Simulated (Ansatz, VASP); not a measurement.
**Br: VASP beside Ansatz**

```
Br
1.0
     5.21403   -2.32651    0.00000
     5.21403    2.32651    0.00000
     0.00000    0.00000    8.84895
Br
4
Direct
  0.87667 0.12333 0.11440
  0.62333 0.37667 0.61440
  0.12333 0.87667 0.88560
  0.37667 0.62333 0.38560
```

Alike in both runs: task single point; functional revPBE; k mesh 7 × 7 × 4; occupations fermi-dirac, width 0.05 eV; no spin polarisation.

```csv
,VASP,Ansatz
version,VASP 6.6.1,Ansatz 0.2.0
potentials or method,"VASP PAW PBE potentials, release 64 (Br), cutoff 520 eV","plane waves (420 eV) with PAW, scalar-relativistic"
valence electrons in the cell,28,28
```

|  | VASP | Ansatz | Ansatz less VASP |
| --- | --- | --- | --- |
| pressure (GPa) | 0.6 | 0.6 | -0.01 |
| traceless stress, the component that is largest in VASP (GPa) | 0.71 | 0.70 | -0.010 |

VASP's potentials were made for PBE, not for revPBE. The functional is the same, so the differences come from potentials, cutoffs and numerics.
